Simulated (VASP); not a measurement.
A run of VASP 6.6.1 is set up as follows.

The input INCAR:

```
PREC = Accurate ; ENCUT = 520
EDIFF = 1E-7 ; ISMEAR = -1
SIGMA = 0.02 ; LREAL = False
LASPH = True ; NELM = 150
ALGO = Normal ; ISIF = 2
LWAVE = False ; LCHARG = True
LNONCOLLINEAR = True ; MAGMOM = 0 0 0 0 0 0
LORBIT = 11 ; LSORBIT = True
GGA_COMPAT = False ; LORBMOM = True
LMAXMIX = 4 ; GGA = PE
LVHAR = True ; NBANDS = 30
```

KPOINTS

```
Automatic mesh
0
Gamma
  8 8 8
```

Contents of POSCAR:

```
AgCl
1.0
    0.0000000000      2.7731930222      2.7731930222
    2.7731930222      0.0000000000      2.7731930222
    2.7731930222      2.7731930222      0.0000000000
Ag Cl
1 1
Direct
    0.0000000000      0.0000000000      0.0000000000
    0.5000000000      0.5000000000      0.5000000000
```

Potentials or basis: VASP PAW PBE potentials, release 64 (Ag, Cl).

Launch:

```sh
$ cat potpaw_PBE.64/Ag/POTCAR potpaw_PBE.64/Cl/POTCAR > POTCAR
$ mpirun -np 1 vasp_ncl > vasp.out
```

Q: Estimate the pressure.

A: 1.4 GPa.

Q: What does it give for the net moment?

A: 0.00 μB per cell.

Moments on the atoms (μB; x, y, z):
```
Ag  0.00 0.00 0.00
Cl  0.00 0.00 0.00
```
